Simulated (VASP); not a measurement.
Set up this calculation in VASP 6.6.1, as the native input.

* Task: single point
* Functional: PBE
* Potentials or basis: VASP PAW PBE potentials, release 64 (Cd, S)
* Cutoff: 500 eV
* k mesh: 6 × 6 × 4
* Occupations: gaussian, width 0.02 eV
* Spin: no spin polarisation
* Dipole correction: no
* Further INCAR settings: ALGO = Normal; EDIFF = 1e-06; NBANDS = 26

The structure of CdS lies in POSCAR:

```
CdS
1.0
    4.2071489642      0.0000000000      0.0000000000
   -2.1035744821      3.6434978805      0.0000000000
    0.0000000000      0.0000000000      6.7614101763
Cd S
2 2
Direct
    0.3333333333      0.6666666667     -0.0011488030
    0.6666666667      0.3333333333      0.4988511970
    0.3333333333      0.6666666667      0.3781488030
    0.6666666667      0.3333333333      0.8781488030
```

This cell differs from its parent crystal: strained cell.

The input as run:

INCAR

```
PREC = Accurate
ENCUT = 500
EDIFF = 1E-6
ISMEAR = 0
SIGMA = 0.02
LREAL = F
LASPH = T
NELM = 120
ALGO = Normal
ISIF = 2
LWAVE = F
LCHARG = F
GGA = PE
NBANDS = 26
GGA_COMPAT = F
```

KPOINTS

```
Automatic mesh
0
Gamma
  6 6 4
```

Potentials or basis: VASP PAW PBE potentials, release 64 (Cd, S).

Run with:

```console
$ cat potpaw_PBE.64/Cd/POTCAR potpaw_PBE.64/S/POTCAR > POTCAR
$ mpirun -np 1 vasp_std > vasp.out
```

It gave:

The pressure is 0.5 GPa and the band gap on the k mesh is 1.14 eV.

Caveat: the cell differs from its parent crystal (strained cell).

Wall time 84 s on 1 thread of Intel Xeon 8259CL (shared host), peak memory 0.23 GiB.
